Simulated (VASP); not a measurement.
Wanted: the native input for a VASP 6.6.1 run.

```yaml
Task: electric field gradients
Functional: PBE
Potentials_or_basis: VASP PAW PBE potentials, release 64 (Zr_sv)
Cutoff: 520 eV
k_mesh: 13 × 13 × 7
Occupations: fermi-dirac, width 0.08 eV
Spin: no spin polarisation
Dipole_correction: no
Further_INCAR_settings: ALGO = Normal; EDIFF = 1e-08; NBANDS = 19
```

The structure of Zr lies in POSCAR:

```
Zr
1.0
    3.1350382758      0.0000000000      0.0000000000
   -1.5675191379      2.7150227886      0.0000000000
    0.0000000000      0.0000000000      5.1470000000
Zr
2
Direct
    0.3333333333      0.6666666667      0.2500000000
    0.6666666667      0.3333333333      0.7500000000
```

This cell differs from its parent crystal: equal xx and yy strain of -3 %.

These files were run (other wordings do the same):

INCAR

```
PREC = Accurate ; ENCUT = 520
EDIFF = 1E-8 ; ISMEAR = -1
SIGMA = 0.08 ; LREAL = False
LASPH = True ; NELM = 100
ALGO = Normal ; ISIF = 2
LWAVE = False ; LCHARG = False
GGA = PE ; LEFG = True
NBANDS = 19
```

KPOINTS

```
regular mesh
0
Gamma
  13 13 7
```

Potentials or basis: VASP PAW PBE potentials, release 64 (Zr_sv).

Run with:

```sh
$ cat potpaw_PBE.64/Zr_sv/POTCAR > POTCAR
$ mpirun -np 1 vasp_std > vasp.out
```

It gave:

```yaml
Pressure: 6.7 GPa
Band_gap_on_the_k_mesh: zero (band 12 reaches 10.61 eV, above the bottom of band 13 at 9.50 eV)
```

Caveat: the cell differs from its parent crystal (equal xx and yy strain of -3 %); without QUAD_EFG the Cq values of the log hold for a quadrupole moment of 1 mb, not for the nuclei.

It took 100 s on 1 thread of Intel Xeon 8259CL, with other jobs on the host, peak memory 0.16 GiB.
